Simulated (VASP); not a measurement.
CdSe:

```
Cd Se
1.0
     0.00000    3.07027    3.07027
     3.07027    0.00000    3.07027
     3.07027    3.07027    0.00000
Cd Se
1 1
Direct
  0.00000 0.00000 0.00000
  0.75000 0.75000 0.75000
```

Base run:

| Property | Result |
| --- | --- |
| Program | VASP 6.6.1 |
| Functional | r2SCAN |
| Potentials or basis | VASP PAW PBE potentials, release 64 (Cd, Se) |
| Cutoff | 550 eV |
| k mesh | 6 × 6 × 6 |
| Occupations | gaussian, width 0.01 eV |
| Spin | no spin polarisation |

Its results: band gap on the k mesh 1.02 eV, direct; pressure 0.1 GPa.

Q: The run is repeated on the same cell with these changes: functional from r2SCAN to BLYP; cutoff from 550 eV to 500 eV. What comes out?

A: Band gap on the k mesh 0.50 eV, direct; pressure 4.4 GPa.

r2SCAN gives the wider gap, since meta-GGAs in the generalised Kohn-Sham scheme recover part of the derivative discontinuity.

Caveats: the PAW data sets were made with another functional, which shifts forces and pressure a little.

